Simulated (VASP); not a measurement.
Here is a VASP 6.6.1 calculation.

INCAR

```
SYSTEM = NiO
ALGO     = Normal         ! electronic algorithm
EDIFF    = 1E-6           ! SCF threshold, eV
ENCUT    = 520            ! plane-wave cutoff, eV
GGA      = PE             ! functional
ISIF     = 2              ! what is computed and relaxed
ISMEAR   = 0              ! smearing method
ISPIN    = 2              ! spin polarisation
LASPH    = .TRUE.         ! aspherical terms in the spheres
LCHARG   = .TRUE.         ! write CHGCAR
LDAU     = .TRUE.         ! DFT+U
LDAUJ    = 0 0          
LDAUL    = 2 -1           ! shell
LDAUPRINT= 1            
LDAUTYPE = 2            
LDAUU    = 6.2 0          ! U, eV
LELF     = .TRUE.         ! ELF
LMAXMIX  = 4              ! l up to which the mixer works
LORBIT   = 11             ! projections on sites
LREAL    = .FALSE.        ! projectors in reciprocal space
LVHAR    = .TRUE.       
LWAVE    = .FALSE.        ! write WAVECAR
MAGMOM   = 1.84 -1.84 0 0 ! initial moments
NBANDS   = 28             ! bands
NELM     = 150            ! most SCF steps
PREC     = Accurate       ! precision mode
SIGMA    = 0.05           ! smearing width, eV
```

KPOINTS

```
k-points
0
G
  10 10 10
  0 0 0
```

File POSCAR:

```
NiO
1.0
    0.0000000000      2.0974322285      2.0974322285
    2.0974322284      0.0000000000      2.0974322285
    4.1919213105      2.0944890820     -2.0944890820
Ni O
2 2
Direct
    0.0000000000      0.0000000000      0.0000000000
    0.5000000000      0.0000000000      0.5000000000
    0.7500000000      0.4999999999      0.2500000001
    1.2500000000      0.5000000001      0.7499999999
```

Potentials or basis: VASP PAW PBE potentials, release 64 (Ni, O).

Launch:

```sh
$ cat potpaw_PBE.64/Ni/POTCAR potpaw_PBE.64/O/POTCAR > POTCAR
$ mpirun -np 1 vasp_std > vasp.out
```

Q: What does it give for the net moment?

A: 0.00 μB per cell.

Q: What does it give for the site moments?

A: Ni +1.75, -1.75; O +0.00 μB.

Q: Estimate the pressure.

A: -1.4 GPa.

Eigenvalues of the final occupation matrices:
```
    site  spin  trace               eigenvalues
site 1 d     1   5.01  0.98 0.98 0.98 1.03 1.03
site 1 d     2   3.25  0.15 0.15 0.98 0.98 0.98
site 2 d     1   3.25  0.15 0.15 0.98 0.98 0.98
site 2 d     2   5.01  0.98 0.98 0.98 1.03 1.03
```

The state reached can hang on the start; a lower one may exist.
